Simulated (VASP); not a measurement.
# SnO (Pm-3m) in VASP: notebook, part 2 of 2

VASP 6.6.1.

## Step 3: Single point, PBE-based screened hybrid with 75 % exact exchange

POSCAR

```
SnO
1.0
    3.1034067823      0.0000000000      0.0000000000
    0.0000000000      3.1034067823      0.0000000000
    0.0000000000      0.0000000000      3.1034067823
Sn O
1 1
Direct
    0.0000000000      0.0000000000      0.0000000000
    0.5000000000      0.5000000000      0.5000000000
```

INCAR.step1

```
SYSTEM = SnO
ALGO     = Normal         ! electronic algorithm
EDIFF    = 1E-5           ! SCF threshold, eV
ENCUT    = 520            ! plane-wave cutoff, eV
GGA      = PE             ! functional
ISIF     = 2              ! what is computed and relaxed
ISMEAR   = 0              ! smearing method
LASPH    = .TRUE.         ! aspherical terms in the spheres
LCHARG   = .FALSE.        ! write CHGCAR
LREAL    = .FALSE.        ! projectors in reciprocal space
LWAVE    = .TRUE.         ! write WAVECAR
NBANDS   = 17             ! bands
NELM     = 80             ! most SCF steps
PREC     = Accurate       ! precision mode
SIGMA    = 0.01           ! smearing width, eV
```

INCAR.step2

```
SYSTEM = SnO
AEXX     = 0.75           ! exact-exchange fraction
ALGO     = Normal         ! electronic algorithm
EDIFF    = 1E-6           ! SCF threshold, eV
ENCUT    = 520            ! plane-wave cutoff, eV
GGA      = PE             ! functional
HFSCREEN = 0.3            ! screening, 1/A
ISIF     = 2              ! what is computed and relaxed
ISMEAR   = 0              ! smearing method
ISTART   = 1            
LASPH    = .TRUE.         ! aspherical terms in the spheres
LCHARG   = .FALSE.        ! write CHGCAR
LHFCALC  = .TRUE.         ! exact exchange
LREAL    = .FALSE.        ! projectors in reciprocal space
LWAVE    = .FALSE.        ! write WAVECAR
NBANDS   = 17             ! bands
NELM     = 80             ! most SCF steps
PREC     = Accurate       ! precision mode
PRECFOCK = Normal       
SIGMA    = 0.01           ! smearing width, eV
```

KPOINTS

```
k-points
0
G
  4 4 4
  0 0 0
```

Potentials or basis: VASP PAW PBE potentials, release 64 (Sn_d, O).

Command:

```console
> cat potpaw_PBE.64/Sn_d/POTCAR potpaw_PBE.64/O/POTCAR > POTCAR
> cp INCAR.step1 INCAR
> mpirun -np 1 vasp_std > vasp.out
> cp INCAR.step2 INCAR
> mpirun -np 1 vasp_std > vasp.out
```

Wall time 4.6 min (1 thread of Intel Xeon Platinum 8488C (Sapphire Rapids), shared host); peak memory 0.24 GiB.

Results (log left out):

* Free energy: -15.9079 eV
* Pressure: -7.0 GPa
* Band gap on the k mesh: 0.77 eV

Levels at points of the mesh, in eV from the valence-band top:
```tsv
k point	band 7	band 8	band 9	band 10	band 11	band 12	band 13	band 14
(0.00, 0.00, 0.00)	-8.86	-4.16	-4.16	-4.16	10.29	10.29	11.38	11.38
(0.50, 0.00, 0.00)	-11.28	-3.27	-3.27	0.00	0.77	9.96	9.96	13.69
(0.50, 0.50, 0.00)	-7.51	-7.51	-5.06	-3.07	5.62	5.62	11.09	13.47
(0.50, 0.50, 0.50)	-5.25	-5.25	-5.25	-0.50	1.39	1.39	1.39	16.17
```

Caveat: the k points lie up to 0.51 Å⁻¹ apart; the PAW data sets were made with another functional, which shifts forces and pressure a little; spin-orbit coupling is left out, which moves the levels of the heavy elements.

## Step 4: Single point, PBE-based screened hybrid with 5 % exact exchange

POSCAR is that of step 3.

INCAR.step1

```
SYSTEM = SnO
  PREC = Accurate
  ENCUT = 520
  EDIFF = 1E-5
  ISMEAR = 0
  SIGMA = 0.01
  LREAL = .False.
  LASPH = .True.
  NELM = 100
  ALGO = Normal
  ISIF = 2
  LWAVE = .True.
  LCHARG = .False.
  NBANDS = 17
  GGA = PE
```

INCAR.step2

```
SYSTEM = SnO
  PREC = Accurate
  ENCUT = 520
  EDIFF = 1E-7
  ISMEAR = 0
  SIGMA = 0.01
  LREAL = .False.
  LASPH = .True.
  NELM = 100
  ALGO = Normal
  ISIF = 2
  LWAVE = .False.
  LCHARG = .False.
  GGA = PE
  LHFCALC = .True.
  AEXX = 0.05
  HFSCREEN = 0.1
  PRECFOCK = Normal
  NBANDS = 17
  ISTART = 1
```

KPOINTS

```
Automatic mesh
0
Gamma
  4 4 4
  0 0 0
```

Potentials or basis: VASP PAW PBE potentials, release 64 (Sn_d, O).

Command:

```console
> cat potpaw_PBE.64/Sn_d/POTCAR potpaw_PBE.64/O/POTCAR > POTCAR
> cp INCAR.step1 INCAR
> mpirun -np 1 vasp_std > vasp.out
> cp INCAR.step2 INCAR
> mpirun -np 1 vasp_std > vasp.out
```

OUTCAR:

```text
SYSTEM = SnO
   PREC = Accurate
   ENCUT = 520
   EDIFF = 1E-7
   ISMEAR = 0
   LREAL = .False.
   LASPH = .True.
   NELM = 100
   ISIF = 2
   GGA = PE
   LHFCALC = .True.
   AEXX = 0.05
   HFSCREEN = 0.1
   PRECFOCK = Normal
   ISTART = 1

 ion  position               nearest neighbor table
   1  0.000  0.000  0.000-   2 2.69   2 2.69   2 2.69   2 2.69   2 2.69   2 2.69   2 2.69   2 2.69

   2  0.500  0.500  0.500-   1 2.69   1 2.69   1 2.69   1 2.69   1 2.69   1 2.69   1 2.69   1 2.69

  LATTYP: Found a simple cubic cell.
[... 384 lines left out ...]

  FORCE on cell =-STRESS in cart. coord.  units (eV):
  Direction    XX          YY          ZZ          XY          YZ          ZX
  --------------------------------------------------------------------------------------
  -------------------------------------------------------------------------------------
  Total        0.4198917      0.4198917      0.4198917      0.0000000      0.0000000      0.0000000
  in kB       22.5077355     22.5077355     22.5077355      0.0000000      0.0000000      0.0000000
  external PRESSURE =      22.5077355 kB  Pullay stress =       0.0000000 kB

 VOLUME and BASIS-vectors are now :
 -----------------------------------------------------------------------------
  energy-cutoff  :      520.00
  volume of cell :       29.89
      direct lattice vectors                 reciprocal lattice vectors
     3.103406782  0.000000000  0.000000000     0.322226530  0.000000000  0.000000000
     0.000000000  3.103406782  0.000000000     0.000000000  0.322226530  0.000000000
     0.000000000  0.000000000  3.103406782     0.000000000  0.000000000  0.322226530

 POSITION                                       TOTAL-FORCE (eV/Angst)
 -----------------------------------------------------------------------------------
      0.00000      0.00000      0.00000         0.000000      0.000000      0.000000
      1.55170      1.55170      1.55170         0.000000      0.000000      0.000000
 -----------------------------------------------------------------------------------
    total drift:                               -0.000000      0.000001      0.000000

  FREE ENERGIE OF THE ION-ELECTRON SYSTEM (eV)
  ---------------------------------------------------
  free  energy   TOTEN  =       -10.3829370354 eV

  energy  without entropy=      -10.3829370354  energy(sigma->0) =      -10.38293704
```

Wall time 2.9 min (1 thread of Intel Xeon Platinum 8488C (Sapphire Rapids), shared host); peak memory 0.24 GiB.

What came out:

```yaml
Free_energy: -10.3829 eV
Pressure: 2.3 GPa
Band_gap_on_the_k_mesh: 0.67 eV (least direct gap 1.30 eV)
```

Caveat: the k points lie up to 0.51 Å⁻¹ apart; the PAW data sets were made with another functional, which shifts forces and pressure a little; spin-orbit coupling is left out, which moves the levels of the heavy elements. A k mesh can miss the band edges.

## Step 5: Single point, PBE-based screened hybrid with 20 % exact exchange

POSCAR is that of step 4.

INCAR.step1

```
PREC = Accurate
ENCUT = 520
EDIFF = 1E-5
ISMEAR = 0
SIGMA = 0.01
LREAL = False
LASPH = True
NELM = 80
ALGO = Normal
ISIF = 2
LWAVE = True
LCHARG = False
NBANDS = 17
GGA = PE
```

INCAR.step2

```
PREC = Accurate
ENCUT = 520
EDIFF = 1E-7
ISMEAR = 0
SIGMA = 0.01
LREAL = False
LASPH = True
NELM = 80
ALGO = Normal
ISIF = 2
LWAVE = False
LCHARG = False
GGA = PE
LHFCALC = True
AEXX = 0.2
HFSCREEN = 0.2078
PRECFOCK = Normal
NBANDS = 17
ISTART = 1
```

KPOINTS

```
Automatic mesh
0
Gamma
  4 4 4
```

Command:

```console
> cat potpaw_PBE.64/Sn_d/POTCAR potpaw_PBE.64/O/POTCAR > POTCAR
> cp INCAR.step1 INCAR
> mpirun -np 1 vasp_std > vasp.out
> cp INCAR.step2 INCAR
> mpirun -np 1 vasp_std > vasp.out
```

Wall time 3.6 min (1 thread of Intel Xeon Platinum 8488C (Sapphire Rapids), shared host); peak memory 0.24 GiB.

It converged, with:

- Free energy: -11.6273 eV
- Pressure: -0.1 GPa
- Band gap on the k mesh: 1.01 eV (least direct gap 1.43 eV)

Levels at points of the mesh, in eV from the valence-band top:
```csv
k point,band 6,band 7,band 8,band 9,band 10,band 11,band 12,band 13,band 14,band 15
"(0.00, 0.00, 0.00)",-19.21,-7.39,-2.41,-2.41,-2.41,9.39,9.39,9.78,9.78,9.78
"(0.50, 0.00, 0.00)",-18.48,-9.09,-1.59,-1.59,-0.20,1.24,8.71,8.71,12.51,12.70
"(0.50, 0.50, 0.00)",-17.83,-5.55,-5.55,-4.33,-1.44,4.81,4.81,10.07,11.75,16.66
"(0.50, 0.50, 0.50)",-17.74,-3.29,-3.29,-3.29,-0.45,1.01,1.01,1.01,14.24,14.24
```

Caveat: the k points lie up to 0.51 Å⁻¹ apart; the PAW data sets were made with another functional, which shifts forces and pressure a little; spin-orbit coupling is left out, which moves the levels of the heavy elements. A k mesh can miss the band edges.

## Step 6: Single point, HSE06

POSCAR is that of step 5.

INCAR.step1

```
SYSTEM = SnO
ALGO     = Normal         ! electronic algorithm
EDIFF    = 1E-5           ! SCF threshold, eV
ENCUT    = 520            ! plane-wave cutoff, eV
GGA      = PE             ! functional
ISIF     = 2              ! what is computed and relaxed
ISMEAR   = 1              ! smearing method
LASPH    = .TRUE.         ! aspherical terms in the spheres
LREAL    = .FALSE.        ! projectors in reciprocal space
LWAVE    = .TRUE.         ! write WAVECAR
NBANDS   = 17             ! bands
NELM     = 60             ! most SCF steps
PREC     = Accurate       ! precision mode
SIGMA    = 0.144          ! smearing width, eV
```

INCAR.step2

```
SYSTEM = SnO
ALGO     = Normal         ! electronic algorithm
EDIFF    = 1E-7           ! SCF threshold, eV
ENCUT    = 520            ! plane-wave cutoff, eV
GGA      = PE             ! functional
HFSCREEN = 0.2079         ! screening, 1/A
ISIF     = 2              ! what is computed and relaxed
ISMEAR   = 1              ! smearing method
ISTART   = 1            
LASPH    = .TRUE.         ! aspherical terms in the spheres
LCHARG   = .TRUE.         ! write CHGCAR
LELF     = .TRUE.         ! ELF
LHFCALC  = .TRUE.         ! exact exchange
LREAL    = .FALSE.        ! projectors in reciprocal space
LVHAR    = .TRUE.       
LWAVE    = .FALSE.        ! write WAVECAR
NBANDS   = 17             ! bands
NELM     = 60             ! most SCF steps
PREC     = Accurate       ! precision mode
PRECFOCK = Normal       
SIGMA    = 0.144          ! smearing width, eV
```

KPOINTS

```
k-points
0
G
  4 4 4
  0 0 0
```

Potentials or basis: VASP PAW PBE potentials, release 64 (Sn_d, O).

Command:

```console
> cat potpaw_PBE.64/Sn_d/POTCAR potpaw_PBE.64/O/POTCAR > POTCAR
> cp INCAR.step1 INCAR
> mpirun -np 1 vasp_std > vasp.out
> cp INCAR.step2 INCAR
> mpirun -np 1 vasp_std > vasp.out
```

Run time: 3.5 min. Hardware: 1 thread of Intel Xeon Platinum 8488C (Sapphire Rapids), shared host; peak memory 0.24 GiB.

The run converged. Its results:

| Property | Result |
| --- | --- |
| Free energy | -12.0887 eV |
| Pressure | -0.9 GPa |
| Band gap on the k mesh | 1.15 eV (least direct gap 1.39 eV) |

Levels at points of the mesh, in eV from the valence-band top:
```tsv
k point	band 8	band 9	band 10	band 11	band 12	band 13
(0.00, 0.00, 0.00)	-2.51	-2.51	-2.51	9.59	9.59	10.06
(0.50, 0.00, 0.00)	-1.68	-1.68	-0.10	1.29	8.95	8.95
(0.50, 0.50, 0.00)	-5.68	-4.34	-1.53	5.01	5.01	10.29
(0.50, 0.50, 0.50)	-3.40	-3.40	-0.38	1.15	1.15	1.15
```

Caveat: the k points lie up to 0.51 Å⁻¹ apart; the PAW data sets were made with another functional, which shifts forces and pressure a little; spin-orbit coupling is left out, which moves the levels of the heavy elements. A k mesh can miss the band edges.

## Step 7: Summary

```tsv
level	k mesh	smearing	grid for exact exchange (PRECFOCK)	share of exact exchange	screening parameter	gap on the mesh (eV)	pressure (GPa)
r2SCAN+D4	6 × 6 × 6	gaussian 0.01 eV	-	-	-	0.35	-0.5
PBE-based screened hybrid with 75 % exact exchange	4 × 4 × 4	gaussian 0.01 eV	Normal	0.75	0.3 1/Å	0.77	-7.0
PBE-based screened hybrid with 5 % exact exchange	4 × 4 × 4	gaussian 0.01 eV	Normal	0.05	0.1 1/Å	0.67	2.3
PBE-based screened hybrid with 20 % exact exchange	4 × 4 × 4	gaussian 0.01 eV	Normal	0.2	0.2078 1/Å	1.01	-0.1
HSE06	4 × 4 × 4	methfessel-paxton 0.144 eV	Normal	0.25	0.2079 1/Å	1.15	-0.9
```

Alike in all rows: task single point; potentials or basis VASP PAW PBE potentials, release 64 (Sn_d, O); no spin polarisation; cell as given; cutoff (eV) 520.

Caveats: some runs use coarse meshes; the PAW data sets were made with another functional, which shifts forces and pressure a little; spin-orbit coupling is left out, which moves the levels of the heavy elements.

Total energies depend on the potentials used, so only differences within one code and one set of settings carry meaning.
